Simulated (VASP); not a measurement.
# MoS (Fm-3m) in VASP: further runs

The runs below take MoS through single point, with PBE.

Program: VASP 6.6.1. These are calculated values, not measurements. Logs are shortened: lines on timing, memory, paths and dates and some standing lists are left out, and cuts for length are marked.

## (1) The cell of the first run

It takes space group Fm-3m (No. 225, cubic). Conventional cell: a = 5.054 Å, b = 5.054 Å, c = 5.054 Å, α = 90.00°, β = 90.00°, γ = 90.00°. Mo (site symmetry m-3m) has 6 S at 2.53 Å within 3.3 Å. S (site symmetry m-3m) has 6 Mo at 2.53 Å within 3.3 Å.

## (2) Single point, PBE, collinear spin

The input, INCAR:

```
PREC = Accurate
ENCUT = 520
EDIFF = 1E-6
ISMEAR = 0
SIGMA = 0.1
LREAL = F
LASPH = T
NELM = 150
ALGO = Normal
ISIF = 2
LWAVE = F
LCHARG = T
ISPIN = 2
MAGMOM = 3.5 0
LORBIT = 11
LMAXMIX = 4
GGA = PE
LELF = T
LVHAR = T
NBANDS = 21
```

The input, KPOINTS:

```
Automatic mesh
0
Gamma
  14 14 14
```

The input, POSCAR:

```
MoS
1.0
    0.0000000000      2.5270873574      2.5270873574
    2.5270873574      0.0000000000      2.5270873574
    2.5270873574      2.5270873574      0.0000000000
Mo S
1 1
Direct
    0.0000000000      0.0000000000      0.0000000000
    0.5000000000      0.5000000000      0.5000000000
```

Potentials or basis: VASP PAW PBE potentials, release 64 (Mo_sv, S).

Launch:

```sh
cat potpaw_PBE.64/Mo_sv/POTCAR potpaw_PBE.64/S/POTCAR > POTCAR
mpirun -np 1 vasp_std > vasp.out
```

OUTCAR:

```text
PREC = Accurate
   ENCUT = 520
   EDIFF = 1E-6
   ISMEAR = 0
   LREAL = F
   LASPH = T
   NELM = 150
   ISIF = 2
   ISPIN = 2
   LORBIT = 11
   GGA = PE

 ion  position               nearest neighbor table
   1  0.000  0.000  0.000-   2 2.53   2 2.53   2 2.53   2 2.53   2 2.53   2 2.53
   2  0.500  0.500  0.500-   1 2.53   1 2.53   1 2.53   1 2.53   1 2.53   1 2.53

  LATTYP: Found a face centered cubic cell.
 ALAT       =     5.0541747148

  Lattice vectors:

 A1 = (   0.0000000000,   2.5270873574,   2.5270873574)
 A2 = (   2.5270873574,   0.0000000000,   2.5270873574)
 A3 = (   2.5270873574,   2.5270873574,   0.0000000000)

Analysis of symmetry for initial positions (statically):
=====================================================================
 Subroutine PRICEL returns:
 Original cell was already a primitive cell.

 Routine SETGRP: Setting up the symmetry group for a
 face centered cubic supercell.

 Subroutine GETGRP returns: Found 48 space group operations
 (whereof 48 operations were pure point group operations)
 out of a pool of 48 trial point group operations.

The static configuration has the point symmetry O_h .

Analysis of symmetry for dynamics (positions and initial velocities):
=====================================================================
 Subroutine PRICEL returns:
 Original cell was already a primitive cell.

 Routine SETGRP: Setting up the symmetry group for a
 face centered cubic supercell.

 Subroutine GETGRP returns: Found 48 space group operations
 (whereof 48 operations were pure point group operations)
 out of a pool of 48 trial point group operations.

The dynamic configuration has the point symmetry O_h .

Analysis of structural, dynamic, and magnetic symmetry:
=====================================================================
 Subroutine PRICEL returns:
 Original cell was already a primitive cell.

 Routine SETGRP: Setting up the symmetry group for a
 face centered cubic supercell.

 Subroutine GETGRP returns: Found 48 space group operations
 (whereof 48 operations were pure point group operations)
 out of a pool of 48 trial point group operations.

The overall configuration has the point symmetry O_h .

 Subroutine INISYM returns: Found 48 space group operations
 (whereof 48 operations are pure point group operations),
 and found     1 'primitive' translations

----------------------------------------------------------------------------------------

                                     Primitive cell

  volume of cell :      32.2768

  direct lattice vectors                    reciprocal lattice vectors
     0.000000000  2.527087357  2.527087357    -0.197856239  0.197856239  0.197856239
     2.527087357  0.000000000  2.527087357     0.197856239 -0.197856239  0.197856239
     2.527087357  2.527087357  0.000000000     0.197856239  0.197856239 -0.197856239

  length of vectors
     3.573841214  3.573841214  3.573841214     0.342697058  0.342697058  0.342697058

  position of ions in fractional coordinates (direct lattice)
     0.000000000  0.000000000  0.000000000
     0.500000000  0.500000000  0.500000000

  ion indices of the primitive-cell ions
   primitive index   ion index
                 1           1
                 2           2

----------------------------------------------------------------------------------------

 KPOINTS: Automatic mesh

Automatic generation of k-mesh.
 Grid dimensions read from file:
 generate k-points for:   14   14   14

 Generating k-lattice:

  Cartesian coordinates                     Fractional coordinates (reciprocal lattice)
    -0.014132588  0.014132588  0.014132588     0.071428571  0.000000000  0.000000000
     0.014132588 -0.014132588  0.014132588     0.000000000  0.071428571  0.000000000
     0.014132588  0.014132588 -0.014132588     0.000000000  0.000000000  0.071428571

  Length of vectors
     0.024478361  0.024478361  0.024478361

  Shift w.r.t. Gamma in fractional coordinates (k-lattice)
     0.000000000  0.000000000  0.000000000

 Subroutine IBZKPT returns following result:
 ===========================================

 Found    104 irreducible k-points:

 Following reciprocal coordinates:
            Coordinates               Weight
  0.000000  0.000000  0.000000      1.000000
  0.071429  0.000000  0.000000      8.000000
  0.142857  0.000000  0.000000      8.000000
  0.214286  0.000000  0.000000      8.000000
  0.285714  0.000000  0.000000      8.000000
  0.357143  0.000000  0.000000      8.000000
[... 16 lines left out ...]
  0.214286  0.142857  0.000000     24.000000
  0.285714  0.142857  0.000000     24.000000
 [... further k-points ...]
   k-points           NKPTS =    104   k-points in BZ     NKDIM =    104   number of bands    NBANDS=     21
   number of dos      NEDOS =    301   number of ions     NIONS =      2
   total plane-waves  NPLWV =  21952
   dimension x,y,z NGX =    28 NGY =   28 NGZ =   28
   dimension x,y,z NGXF=    56 NGYF=   56 NGZF=   56
   ions per type =               1   1
   NGX,Y,Z   is equivalent  to a cutoff of  13.02, 13.02, 13.02 a.u.
   NGXF,Y,Z  is equivalent  to a cutoff of  26.05, 26.05, 26.05 a.u.
 SYSTEM =  unknown system
   PREC   = accura    normal or accurate (medium, high low for compatibility)
   ISTART =      0    job   : 0-new  1-cont  2-samecut
   ICHARG =      2    charge: 1-file 2-atom 10-const
   ISPIN  =      2    spin polarized calculation?
   LNONCOLLINEAR =      F non collinear calculations
   LSORBIT =      F    spin-orbit coupling
   LASPH  =      T    aspherical Exc in radial PAW
   ENCUT  =  520.0 eV  38.22 Ry    6.18 a.u.   6.64  6.64  6.64*2*pi/ulx,y,z
   NELM   =    150;   NELMIN=  2; NELMDL= -5     # of ELM steps
   EDIFF  = 0.1E-05   stopping-criterion for ELM
   LREAL  =      F    real-space projection
   EDIFFG = 0.1E-04   stopping-criterion for IOM
   NSW    =      0    number of steps for IOM
   IBRION =     -1    ionic relax: 0-MD 1-quasi-New 2-CG
   NFREE  =      0    steps in history (QN), initial steepest desc. (CG)
   ISIF   =      2    stress and relaxation
   ISYM   =      2    0-nonsym 1-usesym 2-fastsym
   POTIM  = 0.5000    time-step for ionic-motion
   TEBEG  =    0.0;   TEEND  =   0.0 temperature during run
   PSTRESS=    0.0 pullay stress
   NELECT =      20.0000    total number of electrons
   NUPDOWN=      -1.0000    fix difference up-down
   EMIN   =  10.00;   EMAX   =-10.00  energy-range for DOS
   EFERMI =   0.00;   METHOD = LEGACY
   ISMEAR =     0;   SIGMA  =   0.10  broadening in eV -4-tet -1-fermi 0-gaus
   EFERMI_NEDOS =   21; number of points for ismear=-14 and -15
   IALGO  =     38    algorithm
   IMIX   =      4    mixing-type and parameters
     AMIX     =   0.40;   BMIX     =  1.00
     AMIX_MAG =   1.60;   BMIX_MAG =  1.00
  volume/ion in A,a.u.               =      16.14       108.91
  Fermi-wavevector in a.u.,A,eV,Ry     =   1.395687  2.637465 26.503348  1.947941
  Thomas-Fermi vector in A             =   2.519114
   LORBIT       =     11    0 simple, 1 ext, 2 COOP (PROOUT), +10 PAW based schemes
   GGA     = PE    functional components
   LHFCALC =     F    Hartree Fock is set to
   AEXX    =    0.0000 exact exchange contribution
   IVDW    =     0    specifies the selected vdW correction
   LEPSILON=     F    determine dielectric tensor
   LRPA    =     F    only Hartree local field effects (RPA)
 spin polarized calculation
 Gauss-broadening in eV      SIGMA  =   0.10
  energy-cutoff  :      520.00
  volume of cell :       32.28
 maximum number of plane-waves:       893
   NGX = 13   NGY = 13   NGZ = 13

 number of electron      19.9999998 magnetization       0.3313264

 Free energy of the ion-electron system (eV)
  ---------------------------------------------------
  ext. energy  EPLUGINS =         0.00000000
  ---------------------------------------------------
  free energy    TOTEN  =       -14.59007616 eV

  energy without entropy =      -14.57485061  energy(sigma->0) =      -14.58246338

 E-fermi :  10.6887     XC(G=0): -11.9926

 val. band max:       10.6796103022   @ k =   0.3571   0.1429   0.0714
 cond. band min:      10.6894417487   @ k =   0.5000   0.2857   0.0714
 fundamental gap:      0.0098314466
 Fermi energy:        10.6886990559

 spin component 1

 k-point     1 :       0.0000    0.0000    0.0000
  band No.  band energies     occupation
      1     -50.8880      1.00000
      2     -24.9621      1.00000
      3     -24.9621      1.00000
      4     -24.9621      1.00000
      5      -5.2643      1.00000
      6       7.7631      1.00000
[... 13 lines left out ...]
     20      27.1365      0.00000
     21      27.5053      0.00000
[... 529 lines left out ...]
 k-point    24 :       0.2857    0.1429    0.0000
  band No.  band energies     occupation
      1     -50.8809      1.00000
      2     -25.0411      1.00000
      3     -24.9826      1.00000
      4     -24.9800      1.00000
      5      -4.4681      1.00000
      6       4.2001      1.00000
[... 13 lines left out ...]
     20      25.8886      0.00000
     21      29.1316      0.00000

 [... further k-points ...]

 spin component 2

 k-point     1 :       0.0000    0.0000    0.0000
  band No.  band energies     occupation
      1     -50.6866      1.00000
      2     -24.7407      1.00000
      3     -24.7407      1.00000
      4     -24.7407      1.00000
      5      -5.2479      1.00000
      6       7.7699      1.00000
[... 13 lines left out ...]
     20      27.1988      0.00000
     21      27.6586      0.00000
[... 529 lines left out ...]
 k-point    24 :       0.2857    0.1429    0.0000
  band No.  band energies     occupation
      1     -50.6795      1.00000
      2     -24.8204      1.00000
      3     -24.7613      1.00000
      4     -24.7586      1.00000
      5      -4.4551      1.00000
      6       4.2563      1.00000
[... 13 lines left out ...]
     20      25.9554      0.00000
     21      29.2329      0.00000

 [... further k-points ...]

------------------------ aborting loop because EDIFF is reached ----------------------------------------

  FORCE on cell =-STRESS in cart. coord.  units (eV):
  Direction    XX          YY          ZZ          XY          YZ          ZX
  --------------------------------------------------------------------------------------
  -------------------------------------------------------------------------------------
  Total       -1.7092241     -1.7092241     -1.7092241      0.0000000      0.0000000     -0.0000000
  in kB      -84.8435504    -84.8435504    -84.8435504      0.0000000      0.0000000     -0.0000000
  external PRESSURE =     -84.8435504 kB  Pullay stress =       0.0000000 kB

 VOLUME and BASIS-vectors are now :
 -----------------------------------------------------------------------------
  energy-cutoff  :      520.00
  volume of cell :       32.28
      direct lattice vectors                 reciprocal lattice vectors
     0.000000000  2.527087357  2.527087357    -0.197856239  0.197856239  0.197856239
     2.527087357  0.000000000  2.527087357     0.197856239 -0.197856239  0.197856239
     2.527087357  2.527087357  0.000000000     0.197856239  0.197856239 -0.197856239

 POSITION                                       TOTAL-FORCE (eV/Angst)
 -----------------------------------------------------------------------------------
      0.00000      0.00000      0.00000         0.000000     -0.000000      0.000000
      2.52709      2.52709      2.52709        -0.000000      0.000000     -0.000000
 -----------------------------------------------------------------------------------
    total drift:                               -0.000000      0.000000      0.000000

  FREE ENERGIE OF THE ION-ELECTRON SYSTEM (eV)
  ---------------------------------------------------
  free  energy   TOTEN  =       -14.5900761575 eV

  energy  without entropy=      -14.5748506106  energy(sigma->0) =      -14.58246338

 total charge

# of ion       s       p       d       tot
------------------------------------------
    1        2.201   6.101   3.998  12.300
    2        1.309   2.377   0.000   3.685
--------------------------------------------------
tot          3.510   8.477   3.998  15.985

 magnetization (x)

# of ion       s       p       d       tot
------------------------------------------
    1        0.003   0.002   0.299   0.305
    2        0.000  -0.003   0.000  -0.003
--------------------------------------------------
tot          0.004  -0.001   0.299   0.302
```

It took 2.8 min on 1 thread of Intel Xeon Platinum 8259CL at 2.50GHz (Skylake/Cascade Lake), shared host; peak memory 0.24 GiB.

Results:

```yaml
Free_energy: -14.5901 eV
Pressure: -8.5 GPa
Net_moment: 0.33 μB per cell
Site_moments: Mo +0.30; S -0.00 μB
Valence_electrons_inside_the_program's_atomic_spheres: Mo 12.30; S 3.69
```

Levels at points of the mesh, in eV from the Fermi level:
Spin up:
| k point | band 6 | band 7 | band 8 | band 9 | band 10 | band 11 | band 12 | band 13 | band 14 | band 15 |
| --- | --- | --- | --- | --- | --- | --- | --- | --- | --- | --- |
| (0.00, 0.00, 0.00) | -2.93 | -2.93 | -2.93 | -2.27 | -2.27 | -2.27 | -1.87 | -1.87 | 2.93 | 8.72 |
| (0.50, 0.00, 0.00) | -8.24 | -6.06 | -6.06 | -0.11 | -0.11 | 0.54 | 2.57 | 4.49 | 4.49 | 6.26 |
| (0.50, 0.50, 0.00) | -6.48 | -4.22 | -4.22 | -3.98 | -0.93 | 0.53 | 0.53 | 1.51 | 2.97 | 10.01 |
Spin down:
| k point | band 6 | band 7 | band 8 | band 9 | band 10 | band 11 | band 12 | band 13 | band 14 | band 15 |
| --- | --- | --- | --- | --- | --- | --- | --- | --- | --- | --- |
| (0.00, 0.00, 0.00) | -2.92 | -2.92 | -2.92 | -2.06 | -2.06 | -2.06 | -1.71 | -1.71 | 3.01 | 8.77 |
| (0.50, 0.00, 0.00) | -8.18 | -5.99 | -5.99 | 0.15 | 0.15 | 0.77 | 2.61 | 4.61 | 4.61 | 6.32 |
| (0.50, 0.50, 0.00) | -6.45 | -4.20 | -4.20 | -3.81 | -0.76 | 0.80 | 0.80 | 1.68 | 3.09 | 10.13 |

Caveat: the cell stands under tension.

(Continued in part 2 of 3.)
